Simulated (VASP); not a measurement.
Write the native input for VASP 6.6.1 that does the following.

```
Task                   : single point
Functional             : PBE
Potentials or basis    : VASP PAW PBE potentials, release 64 (Si, Ge_d)
Cutoff                 : 520 eV
k mesh                 : 4 × 4 × 4
Occupations            : gaussian, width 0.1 eV
Spin                   : no spin polarisation
Dipole correction      : no
Further INCAR settings : ALGO = Normal; EDIFF = 1e-06; NBANDS = 41
```

The structure of SiGe2 lies in POSCAR:

```
SiGe2
1.0
   -2.9480084000      2.9480084000      2.5293543600
    2.9480084000     -2.9480084000      2.5293543600
    2.9480084000      2.9480084000     -2.5293543600
Si Ge
2 4
Direct
    0.2500000000      0.2500000000      0.0000000000
    0.7500000000      0.7500000000      0.0000000000
    0.6557447900      0.8442552100      0.5000000000
    0.8442552100      0.3442552100      0.1885104200
    0.3442552100      0.1557447900      0.5000000000
    0.1557447900      0.6557447900      0.8114895800
```

The input as run:

INCAR

```
PREC = Accurate ; ENCUT = 520
EDIFF = 1E-6 ; ISMEAR = 0
SIGMA = 0.1 ; LREAL = F
LASPH = T ; NELM = 80
ALGO = Normal ; ISIF = 2
LWAVE = F ; LCHARG = F
GGA = PE ; NBANDS = 41
```

KPOINTS

```
regular mesh
0
Gamma
  4 4 4
```

Potentials or basis: VASP PAW PBE potentials, release 64 (Si, Ge_d).

Command:

```bash
$ cat potpaw_PBE.64/Si/POTCAR potpaw_PBE.64/Ge_d/POTCAR > POTCAR
$ mpirun -np 1 vasp_std > vasp.out
```

Results of the run:

```json
{
  "Pressure": "24.9 GPa",
  "Largest force": "0.724 eV/Å",
  "Band gap on the k mesh": "zero (band 32 reaches 11.43 eV, above the bottom of band 33 at 7.29 eV)"
}
```

Caveat: the k points lie up to 0.41 Å⁻¹ apart.

Wall time 48 s on 1 thread of Intel Xeon 6975P-C (shared host), peak memory 0.21 GiB.
